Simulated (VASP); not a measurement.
Set up this calculation in VASP 6.6.1, as the native input.

* Task: relaxation of cell and atoms
* Functional: r2SCAN
* Potentials or basis: VASP PAW PBE potentials, release 64 (Tc_pv)
* Cutoff: 550 eV
* k mesh: 19 × 19 × 19
* Occupations: gaussian, width 0.1 eV
* Spin: no spin polarisation
* Dipole correction: no
* Further INCAR settings: ALGO = Normal; EDIFF = 1e-07; IBRION = 2; EDIFFG = -0.03; NSW = 50; ISIF = 3

Tc:

```xyz
1
Lattice="0.0000 1.9250 1.9250 1.9250 0.0000 1.9250 1.9250 1.9250 0.0000" Properties=species:S:1:pos:R:3 pbc="T T T"
Tc    0.0000    0.0000    0.0000
```

This isn't the form of Tc at room conditions, which is hcp.

The input as run:

POSCAR

```
Tc
1.0
    0.0000000000      1.9250000000      1.9250000000
    1.9250000000      0.0000000000      1.9250000000
    1.9250000000      1.9250000000      0.0000000000
Tc
1
Direct
    0.0000000000      0.0000000000      0.0000000000
```

INCAR.step1

```
SYSTEM = Tc
ALGO = Normal
EDIFF = 1E-5
EDIFFG = -0.005
ENCUT = 550
GGA = PE
GGA_COMPAT = .False.
IBRION = 2
ISIF = 3
ISMEAR = 0
LASPH = .True.
LCHARG = .False.
LREAL = .False.
LWAVE = .True.
NELM = 120
NELMIN = 4
NSW = 100
PREC = Accurate
SIGMA = 0.1
```

INCAR.step2

```
SYSTEM = Tc
ALGO = Normal
EDIFF = 1E-7
EDIFFG = -0.03
ENCUT = 550
GGA_COMPAT = .False.
IBRION = 2
ISIF = 3
ISMEAR = 0
ISTART = 1
LASPH = .True.
LCHARG = .False.
LMIXTAU = .True.
LREAL = .False.
LWAVE = .False.
METAGGA = R2SCAN
NELM = 120
NELMIN = 4
NSW = 50
PREC = Accurate
SIGMA = 0.1
```

KPOINTS

```
k-points
0
Gamma
  19 19 19
  0 0 0
```

Potentials or basis: VASP PAW PBE potentials, release 64 (Tc_pv).

Command:

```console
$ cat potpaw_PBE.64/Tc_pv/POTCAR > POTCAR
$ cp INCAR.step1 INCAR
$ mpirun -np 1 vasp_std > vasp.out
$ cp INCAR.step2 INCAR
$ mpirun -np 1 vasp_std > vasp.out
```

It gave:

* Relaxed volume: 14.30 Å³/atom
* Relaxed cell: a = 2.725 Å, b = 2.725 Å, c = 2.725 Å, α = 60.00°, β = 60.00°, γ = 60.00°
* Space group after relaxing (to 0.1 Å): Fm-3m (No. 225)
* Energy gained by relaxing: 0.1 meV/atom
* Ionic steps: 3
* Pressure after relaxing: 0.0 GPa
* Band gap on the k mesh: zero (an odd number of electrons rules out a gap without spin polarisation)

Caveat: the PAW data sets were made with another functional, which shifts forces and pressure a little.

It took 4.6 min on 1 thread of Intel(R) Xeon(R) 6975P-C (Granite Rapids) (shared host), peak memory 0.18 GiB.
